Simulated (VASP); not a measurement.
# TiAl3 (Pmm2) in VASP: a series of runs

Runs on TiAl3. Level: PBEsol. Tasks: single point.

Program: VASP 6.6.1. These are calculated values, not measurements. Logs are shortened: lines on timing, memory, paths and dates and some standing lists are left out, and cuts for length are marked.

### 1 The cell of the first run

Symmetry: Pmm2, No. 25, orthorhombic system. Conventional cell: a = 2.840 Å, b = 4.681 Å, c = 4.901 Å, α = 90.00°, β = 90.00°, γ = 90.00°. Ti (site symmetry mm2) has 10 Al at 2.83 to 2.85 Å and 2 Ti at 2.84 Å within 3.7 Å. Al (site symmetry mm2) has 4 Ti at 2.83 to 2.84 Å and 8 Al at 2.84 to 2.86 Å within 3.7 Å. Al (site symmetry mm2) has 8 Al at 2.81 to 2.86 Å and 4 Ti at 2.85 Å within 3.7 Å. Within 3.7 Å of Al (site symmetry mm2) lie 10 Al at 2.81 to 2.86 Å and 2 Ti at 2.85 Å.

### 2 Single point, PBEsol

INCAR reads:

```
PREC     = Accurate       # precision mode
ENCUT    = 520            # plane-wave cutoff, eV
EDIFF    = 1E-7           # SCF threshold, eV
ISMEAR   = 0              # smearing method
SIGMA    = 0.1            # smearing width, eV
LREAL    = F              # projectors in reciprocal space
LASPH    = T              # aspherical terms in the spheres
NELM     = 100            # most SCF steps
ALGO     = Fast           # electronic algorithm
ISIF     = 2              # what is computed and relaxed
LWAVE    = F              # write WAVECAR
LCHARG   = F              # write CHGCAR
GGA      = PS             # functional
NBANDS   = 18             # bands
```

KPOINTS reads:

```
regular mesh
0
Gamma
  14 8 8
```

POSCAR reads:

```
TiAl3
1.0
    2.8396770000      0.0000000000      0.0000000000
    0.0000000000      4.6812640000      0.0000000000
    0.0000000000      0.0000000000      4.9007420000
Ti Al
1 3
Direct
    0.0000000000      0.5000000000      0.1659160000
    0.5000000000      0.5000000000      0.6672710000
    0.5000000000      0.0000000000      0.3309120000
    0.0000000000      0.0000000000      0.8359000000
```

Potentials or basis: VASP PAW PBE potentials, release 64 (Ti_sv, Al).

Run with:

```
> cat potpaw_PBE.64/Ti_sv/POTCAR potpaw_PBE.64/Al/POTCAR > POTCAR
> mpirun -np 1 vasp_std > vasp.out
```

OUTCAR:

```text
PREC = Accurate
   ENCUT = 520
   EDIFF = 1E-7
   ISMEAR = 0
   LREAL = F
   LASPH = T
   NELM = 100
   ISIF = 2
   GGA = PS

 ion  position               nearest neighbor table
   1  0.000  0.500  0.166-   2 2.83   2 2.83   2 2.84   2 2.84   4 2.85   4 2.85   3 2.85   3 2.85
                             3 2.85   3 2.85
   2  0.500  0.500  0.667-   1 2.83   1 2.83   1 2.84   1 2.84   4 2.86   4 2.86   4 2.86   4 2.86
                             3 2.86   3 2.86
   3  0.500  0.000  0.331-   4 2.81   4 2.81   4 2.85   4 2.85   1 2.85   1 2.85   1 2.85   1 2.85
                             2 2.86   2 2.86
   4  0.000  0.000  0.836-   3 2.81   3 2.81   1 2.85   1 2.85   3 2.85   3 2.85   2 2.86   2 2.86
                             2 2.86   2 2.86

  LATTYP: Found a simple orthorhombic cell.
 ALAT       =     2.8396770000
 B/A-ratio  =     1.6485198845
 C/A-ratio  =     1.7258096607

  Lattice vectors:

 A1 = (   2.8396770000,   0.0000000000,   0.0000000000)
 A2 = (   0.0000000000,   4.6812640000,   0.0000000000)
 A3 = (   0.0000000000,   0.0000000000,   4.9007420000)

Analysis of symmetry for initial positions (statically):
=====================================================================
 Subroutine PRICEL returns:
 Original cell was already a primitive cell.

 Routine SETGRP: Setting up the symmetry group for a
 simple orthorhombic supercell.

 Subroutine GETGRP returns: Found  4 space group operations
 (whereof  4 operations were pure point group operations)
 out of a pool of  8 trial point group operations.

The static configuration has the point symmetry C_2v.

Analysis of symmetry for dynamics (positions and initial velocities):
=====================================================================
 Subroutine PRICEL returns:
 Original cell was already a primitive cell.

 Routine SETGRP: Setting up the symmetry group for a
 simple orthorhombic supercell.

 Subroutine GETGRP returns: Found  4 space group operations
 (whereof  4 operations were pure point group operations)
 out of a pool of  8 trial point group operations.

The dynamic configuration has the point symmetry C_2v.

 Subroutine INISYM returns: Found  4 space group operations
 (whereof  4 operations are pure point group operations),
 and found     1 'primitive' translations

----------------------------------------------------------------------------------------

                                     Primitive cell

  volume of cell :      65.1469

  direct lattice vectors                    reciprocal lattice vectors
     2.839677000  0.000000000  0.000000000     0.352152727  0.000000000  0.000000000
     0.000000000  4.681264000  0.000000000     0.000000000  0.213617519  0.000000000
     0.000000000  0.000000000  4.900742000     0.000000000  0.000000000  0.204050734

  length of vectors
     2.839677000  4.681264000  4.900742000     0.352152727  0.213617519  0.204050734

  position of ions in fractional coordinates (direct lattice)
     0.000000000  0.500000000  0.165916000
     0.500000000  0.500000000  0.667271000
     0.500000000  0.000000000  0.330912000
     0.000000000  0.000000000  0.835900000

  ion indices of the primitive-cell ions
   primitive index   ion index
                 1           1
                 2           2
                 3           3
                 4           4

----------------------------------------------------------------------------------------

 KPOINTS: regular mesh

Automatic generation of k-mesh.
 Grid dimensions read from file:
 generate k-points for:   14    8    8

 Generating k-lattice:

  Cartesian coordinates                     Fractional coordinates (reciprocal lattice)
     0.025153766  0.000000000  0.000000000     0.071428571  0.000000000  0.000000000
     0.000000000  0.026702190  0.000000000     0.000000000  0.125000000  0.000000000
     0.000000000  0.000000000  0.025506342     0.000000000  0.000000000  0.125000000

  Length of vectors
     0.025153766  0.026702190  0.025506342

  Shift w.r.t. Gamma in fractional coordinates (k-lattice)
     0.000000000  0.000000000  0.000000000

 Subroutine IBZKPT returns following result:
 ===========================================

 Found    200 irreducible k-points:

 Following reciprocal coordinates:
            Coordinates               Weight
  0.000000  0.000000  0.000000      1.000000
  0.071429  0.000000  0.000000      2.000000
  0.142857  0.000000  0.000000      2.000000
  0.214286  0.000000  0.000000      2.000000
  0.285714  0.000000  0.000000      2.000000
  0.357143  0.000000  0.000000      2.000000
[... 16 lines left out ...]
  0.428571  0.250000  0.000000      4.000000
  0.500000  0.250000  0.000000      2.000000
 [... further k-points ...]
   k-points           NKPTS =    200   k-points in BZ     NKDIM =    200   number of bands    NBANDS=     18
   number of dos      NEDOS =    301   number of ions     NIONS =      4
   total plane-waves  NPLWV =  31104
   dimension x,y,z NGX =    24 NGY =   36 NGZ =   36
   dimension x,y,z NGXF=    48 NGYF=   72 NGZF=   72
   ions per type =               1   3
   NGX,Y,Z   is equivalent  to a cutoff of  14.05, 12.78, 12.21 a.u.
   NGXF,Y,Z  is equivalent  to a cutoff of  28.10, 25.57, 24.42 a.u.
 SYSTEM =  unknown system
   PREC   = accura    normal or accurate (medium, high low for compatibility)
   ISTART =      0    job   : 0-new  1-cont  2-samecut
   ICHARG =      2    charge: 1-file 2-atom 10-const
   ISPIN  =      1    spin polarized calculation?
   LNONCOLLINEAR =      F non collinear calculations
   LSORBIT =      F    spin-orbit coupling
   LASPH  =      T    aspherical Exc in radial PAW
   ENCUT  =  520.0 eV  38.22 Ry    6.18 a.u.   5.28  8.70  9.11*2*pi/ulx,y,z
   NELM   =    100;   NELMIN=  2; NELMDL= -5     # of ELM steps
   EDIFF  = 0.1E-06   stopping-criterion for ELM
   LREAL  =      F    real-space projection
   EDIFFG = 0.1E-05   stopping-criterion for IOM
   NSW    =      0    number of steps for IOM
   IBRION =     -1    ionic relax: 0-MD 1-quasi-New 2-CG
   NFREE  =      0    steps in history (QN), initial steepest desc. (CG)
   ISIF   =      2    stress and relaxation
   ISYM   =      2    0-nonsym 1-usesym 2-fastsym
   POTIM  = 0.5000    time-step for ionic-motion
   TEBEG  =    0.0;   TEEND  =   0.0 temperature during run
   PSTRESS=    0.0 pullay stress
   NELECT =      21.0000    total number of electrons
   NUPDOWN=      -1.0000    fix difference up-down
   EMIN   =  10.00;   EMAX   =-10.00  energy-range for DOS
   EFERMI =   0.00;   METHOD = LEGACY
   ISMEAR =     0;   SIGMA  =   0.10  broadening in eV -4-tet -1-fermi 0-gaus
   EFERMI_NEDOS =   21; number of points for ismear=-14 and -15
   IALGO  =     68    algorithm
   IMIX   =      4    mixing-type and parameters
     AMIX     =   0.40;   BMIX     =  1.00
     AMIX_MAG =   1.60;   BMIX_MAG =  1.00
  volume/ion in A,a.u.               =      16.29       109.91
  Fermi-wavevector in a.u.,A,eV,Ry     =   1.122492  2.121202 17.143184  1.259988
  Thomas-Fermi vector in A             =   2.259152
   LORBIT       =      0    0 simple, 1 ext, 2 COOP (PROOUT), +10 PAW based schemes
   GGA     = PS    functional components
   LHFCALC =     F    Hartree Fock is set to
   AEXX    =    0.0000 exact exchange contribution
   IVDW    =     0    specifies the selected vdW correction
   LEPSILON=     F    determine dielectric tensor
   LRPA    =     F    only Hartree local field effects (RPA)
 non-spin polarized calculation
 RMM-DIIS sequential band-by-band and
 Gauss-broadening in eV      SIGMA  =   0.10
  energy-cutoff  :      520.00
  volume of cell :       65.15
 maximum number of plane-waves:      1776
 NGX is ok and might be reduce to    24
   NGX = 11   NGY = 17   NGZ = 19

 number of electron      21.0000004 magnetization

 Free energy of the ion-electron system (eV)
  ---------------------------------------------------
  ext. energy  EPLUGINS =         0.00000000
  ---------------------------------------------------
  free energy    TOTEN  =       -21.58438944 eV

  energy without entropy =      -21.57009837  energy(sigma->0) =      -21.57724391

 E-fermi :   7.9764     XC(G=0): -10.7131

 val. band max:        7.9733280989   @ k =   0.1429   0.5000   0.3750
 cond. band min:       7.9774159397   @ k =   0.2143   0.2500   0.3750
 fundamental gap:      0.0040878408
 Fermi energy:         7.9764209846

 k-point     1 :       0.0000    0.0000    0.0000
  band No.  band energies     occupation
      1     -48.2989      2.00000
      2     -24.7315      2.00000
      3     -24.7211      2.00000
      4     -24.3566      2.00000
      5      -2.1338      2.00000
      6       2.9236      2.00000
[... 10 lines left out ...]
     17      14.0725      0.00000
     18      14.8037      0.00000

 k-point     2 :       0.0714    0.0000    0.0000
  band No.  band energies     occupation
      1     -48.2962      2.00000
      2     -24.7289      2.00000
      3     -24.7184      2.00000
      4     -24.3792      2.00000
      5      -2.0385      2.00000
      6       3.0095      2.00000
[... 10 lines left out ...]
     17      13.4948      0.00000
     18      14.4534      0.00000

 k-point     3 :       0.1429    0.0000    0.0000
  band No.  band energies     occupation
      1     -48.2887      2.00000
      2     -24.7216      2.00000
      3     -24.7110      2.00000
      4     -24.4421      2.00000
      5      -1.7534      2.00000
      6       3.2652      2.00000
[... 10 lines left out ...]
     17      12.2340      0.00000
     18      14.0276      0.00000

 k-point     4 :       0.2143    0.0000    0.0000
  band No.  band energies     occupation
      1     -48.2778      2.00000
      2     -24.7109      2.00000
      3     -24.7001      2.00000
      4     -24.5322      2.00000
      5      -1.2819      2.00000
      6       3.6850      2.00000
[... 10 lines left out ...]
     17      12.4466      0.00000
     18      14.3818      0.00000

 k-point     5 :       0.2857    0.0000    0.0000
  band No.  band energies     occupation
      1     -48.2657      2.00000
      2     -24.6991      2.00000
      3     -24.6881      2.00000
      4     -24.6311      2.00000
      5      -0.6287      2.00000
      6       4.2555      2.00000
[... 10 lines left out ...]
     17      12.7807      0.00000
     18      13.3215      0.00000

 k-point     6 :       0.3571    0.0000    0.0000
  band No.  band energies     occupation
      1     -48.2548      2.00000
      2     -24.7193      2.00000
      3     -24.6885      2.00000
      4     -24.6772      2.00000
      5       0.2000      2.00000
      6       4.9282      2.00000
[... 307 lines left out ...]
 k-point    21 :       0.2857    0.2500    0.0000
  band No.  band energies     occupation
      1     -48.2657      2.00000
      2     -24.7005      2.00000
      3     -24.6880      2.00000
      4     -24.6310      2.00000
      5      -0.2422      2.00000
      6       2.9964      2.00000
[... 10 lines left out ...]
     17      11.7586      0.00000
     18      12.5912      0.00000

 k-point    22 :       0.3571    0.2500    0.0000
  band No.  band energies     occupation
      1     -48.2548      2.00000
      2     -24.7191      2.00000
      3     -24.6897      2.00000
      4     -24.6771      2.00000
      5       0.5722      2.00000
      6       3.7119      2.00000
[... 10 lines left out ...]
     17      11.7097      0.00000
     18      12.3134      0.00000

 k-point    23 :       0.4286    0.2500    0.0000
  band No.  band energies     occupation
      1     -48.2472      2.00000
      2     -24.7795      2.00000
      3     -24.6822      2.00000
      4     -24.6695      2.00000
      5       1.5488      2.00000
      6       3.9115      2.00000
[... 10 lines left out ...]
     17      11.9023      0.00000
     18      12.3024      0.00000

 k-point    24 :       0.5000    0.2500    0.0000
  band No.  band energies     occupation
      1     -48.2445      2.00000
      2     -24.8010      2.00000
      3     -24.6796      2.00000
      4     -24.6668      2.00000
      5       2.5709      2.00000
      6       2.7965      2.00000
[... 10 lines left out ...]
     17      11.8870      0.00000
     18      12.8111      0.00000

 [... further k-points ...]

------------------------ aborting loop because EDIFF is reached ----------------------------------------

  FORCE on cell =-STRESS in cart. coord.  units (eV):
  Direction    XX          YY          ZZ          XY          YZ          ZX
  --------------------------------------------------------------------------------------
  -------------------------------------------------------------------------------------
  Total       -1.4265728     -0.8420310     -0.6563257      0.0000000      0.0000000      0.0000000
  in kB      -35.0841211    -20.7083132    -16.1412092      0.0000000      0.0000000      0.0000000
  external PRESSURE =     -23.9778812 kB  Pullay stress =       0.0000000 kB

 VOLUME and BASIS-vectors are now :
 -----------------------------------------------------------------------------
  energy-cutoff  :      520.00
  volume of cell :       65.15
      direct lattice vectors                 reciprocal lattice vectors
     2.839677000  0.000000000  0.000000000     0.352152727  0.000000000  0.000000000
     0.000000000  4.681264000  0.000000000     0.000000000  0.213617519  0.000000000
     0.000000000  0.000000000  4.900742000     0.000000000  0.000000000  0.204050734

 POSITION                                       TOTAL-FORCE (eV/Angst)
 -----------------------------------------------------------------------------------
      0.00000      2.34063      0.81311         0.000000      0.000000     -0.049754
      1.41984      2.34063      3.27012         0.000000      0.000000      0.009131
      1.41984      0.00000      1.62171         0.000000      0.000000     -0.011275
      0.00000      0.00000      4.09653         0.000000      0.000000      0.051899
 -----------------------------------------------------------------------------------
    total drift:                               -0.000000      0.000000      0.000216

  FREE ENERGIE OF THE ION-ELECTRON SYSTEM (eV)
  ---------------------------------------------------
  free  energy   TOTEN  =       -21.5843894405 eV

  energy  without entropy=      -21.5700983733  energy(sigma->0) =      -21.57724391
```

It took 14 min on 1 thread of AMD EPYC 7R13, shared host; peak memory 0.34 GiB.

Results:

```
Free energy            : -21.5844 eV
Pressure               : -2.4 GPa
Largest force          : 0.052 eV/Å
Band gap on the k mesh : zero (an odd number of electrons rules out a gap without spin polarisation)
```

Forces in eV/Å, atoms in the order of the input:
```
Ti   0.000  0.000 -0.050
Al   0.000  0.000  0.009
Al   0.000  0.000 -0.011
Al   0.000  0.000  0.052
```

Stress tensor (GPa, compression positive):
```
-3.51  0.00  0.00
 0.00 -2.07  0.00
 0.00  0.00 -1.61
```

Levels at points of the mesh, in eV from the Fermi level:
```tsv
k point	band 8	band 9	band 10	band 11	band 12	band 13	band 14	band 15
(0.00, 0.00, 0.00)	-3.47	-2.62	-0.77	-0.36	2.34	2.40	2.72	2.80
(0.50, 0.00, 0.00)	-1.94	-1.72	0.38	0.60	0.75	1.38	1.54	2.24
(0.00, 0.50, 0.00)	-3.09	-1.99	-1.47	-0.13	2.25	2.35	2.67	3.10
(0.50, 0.50, 0.00)	-3.31	-1.66	-0.47	-0.30	0.78	1.15	1.34	3.40
(0.00, 0.00, 0.50)	-2.22	-2.09	-1.04	-0.27	2.23	2.27	2.42	3.24
(0.50, 0.00, 0.50)	-3.43	-1.30	-0.18	-0.11	0.58	1.21	1.96	3.27
(0.00, 0.50, 0.50)	-4.78	-0.15	-0.02	0.76	2.26	2.27	3.72	5.00
(0.50, 0.50, 0.50)	-3.24	-2.76	-2.74	-0.77	-0.20	1.03	2.07	2.35
```

Caveat: the PAW data sets were made with another functional, which shifts forces and pressure a little.

### 3 Single point, PBEsol

INCAR reads:

```
SYSTEM = TiAl3
ALGO = Fast
EDIFF = 1E-7
ENCUT = 520
GGA = PS
ISIF = 2
ISMEAR = 0
LASPH = .TRUE.
LCHARG = .FALSE.
LREAL = .FALSE.
LWAVE = .FALSE.
NBANDS = 18
NELM = 80
PREC = Accurate
SIGMA = 0.1
```

KPOINTS reads:

```
k-points
0
G
  14 10 10
  0 0 0
```

POSCAR is that of step 2.

Potentials or basis: VASP PAW PBE potentials, release 64 (Ti_sv, Al).

Run with:

```
> cat potpaw_PBE.64/Ti_sv/POTCAR potpaw_PBE.64/Al/POTCAR > POTCAR
> mpirun -np 1 vasp_std > vasp.out
```

It took 23 min on 1 thread of AMD EPYC 7R13, shared host; peak memory 0.43 GiB.

The run converged. Its results:

- Free energy: -21.5831 eV
- Pressure: -2.4 GPa
- Largest force: 0.047 eV/Å
- Band gap on the k mesh: zero (an odd number of electrons rules out a gap without spin polarisation)

Forces on the atoms (eV/Å):
```
Ti   0.000  0.000 -0.047
Al   0.000  0.000  0.001
Al   0.000  0.000  0.001
Al   0.000  0.000  0.046
```

Stress tensor (GPa, compression positive):
```
-3.72  0.00  0.00
 0.00 -1.74  0.00
 0.00  0.00 -1.68
```

Levels at points of the mesh, in eV from the Fermi level:
| k point | band 8 | band 9 | band 10 | band 11 | band 12 | band 13 | band 14 | band 15 |
| --- | --- | --- | --- | --- | --- | --- | --- | --- |
| (0.00, 0.00, 0.00) | -3.47 | -2.62 | -0.76 | -0.37 | 2.34 | 2.40 | 2.72 | 2.80 |
| (0.50, 0.00, 0.00) | -1.93 | -1.72 | 0.38 | 0.60 | 0.75 | 1.38 | 1.54 | 2.24 |
| (0.00, 0.50, 0.00) | -3.09 | -1.99 | -1.47 | -0.13 | 2.25 | 2.35 | 2.67 | 3.10 |
| (0.50, 0.50, 0.00) | -3.30 | -1.66 | -0.47 | -0.30 | 0.78 | 1.15 | 1.34 | 3.40 |
| (0.00, 0.00, 0.50) | -2.22 | -2.09 | -1.04 | -0.27 | 2.23 | 2.27 | 2.42 | 3.24 |
| (0.50, 0.00, 0.50) | -3.43 | -1.30 | -0.18 | -0.11 | 0.58 | 1.22 | 1.96 | 3.27 |
| (0.00, 0.50, 0.50) | -4.78 | -0.15 | -0.02 | 0.76 | 2.26 | 2.27 | 3.72 | 5.00 |
| (0.50, 0.50, 0.50) | -3.24 | -2.76 | -2.74 | -0.77 | -0.20 | 1.04 | 2.07 | 2.35 |

Caveat: the PAW data sets were made with another functional, which shifts forces and pressure a little.

### 4 Single point, PBEsol

INCAR reads:

```
SYSTEM = TiAl3
ALGO = Fast
EDIFF = 1E-6
ENCUT = 520
GGA = PS
ISIF = 2
ISMEAR = 0
LASPH = .TRUE.
LCHARG = .FALSE.
LREAL = .FALSE.
LWAVE = .FALSE.
NBANDS = 18
NELM = 60
PREC = Accurate
SIGMA = 0.02
```

KPOINTS is that of step 3.

POSCAR is that of step 3.

Run with:

```
> cat potpaw_PBE.64/Ti_sv/POTCAR potpaw_PBE.64/Al/POTCAR > POTCAR
> mpirun -np 1 vasp_std > vasp.out
```

It took 15 min on 1 thread of AMD EPYC 7R13, shared host; peak memory 0.43 GiB.

The run converged. Its results:

```
Free energy            : -21.5767 eV
Pressure               : -2.4 GPa
Largest force          : 0.054 eV/Å
Band gap on the k mesh : zero (an odd number of electrons rules out a gap without spin polarisation)
```

Forces on the atoms (eV/Å):
```
Ti   0.000  0.000 -0.047
Al   0.000  0.000  0.000
Al   0.000  0.000 -0.007
Al   0.000  0.000  0.054
```

Stress tensor (GPa, compression positive):
```
-3.90  0.00  0.00
 0.00 -1.64  0.00
 0.00  0.00 -1.68
```

Levels at points of the mesh, in eV from the Fermi level:
| k point | band 8 | band 9 | band 10 | band 11 | band 12 | band 13 | band 14 | band 15 |
| --- | --- | --- | --- | --- | --- | --- | --- | --- |
| (0.00, 0.00, 0.00) | -3.47 | -2.62 | -0.76 | -0.36 | 2.34 | 2.41 | 2.72 | 2.81 |
| (0.50, 0.00, 0.00) | -1.93 | -1.72 | 0.38 | 0.60 | 0.75 | 1.38 | 1.54 | 2.24 |
| (0.00, 0.50, 0.00) | -3.09 | -1.99 | -1.47 | -0.13 | 2.25 | 2.35 | 2.67 | 3.10 |
| (0.50, 0.50, 0.00) | -3.30 | -1.66 | -0.47 | -0.30 | 0.79 | 1.15 | 1.34 | 3.40 |
| (0.00, 0.00, 0.50) | -2.22 | -2.09 | -1.03 | -0.27 | 2.23 | 2.27 | 2.42 | 3.24 |
| (0.50, 0.00, 0.50) | -3.43 | -1.30 | -0.18 | -0.11 | 0.58 | 1.22 | 1.96 | 3.27 |
| (0.00, 0.50, 0.50) | -4.78 | -0.15 | -0.02 | 0.76 | 2.26 | 2.28 | 3.72 | 5.00 |
| (0.50, 0.50, 0.50) | -3.24 | -2.76 | -2.74 | -0.77 | -0.20 | 1.04 | 2.07 | 2.35 |

Caveat: the PAW data sets were made with another functional, which shifts forces and pressure a little.

(Part 1 of 2 ends here.)

The gap in the log of VASP goes by the Fermi energy; the results here count the filled bands.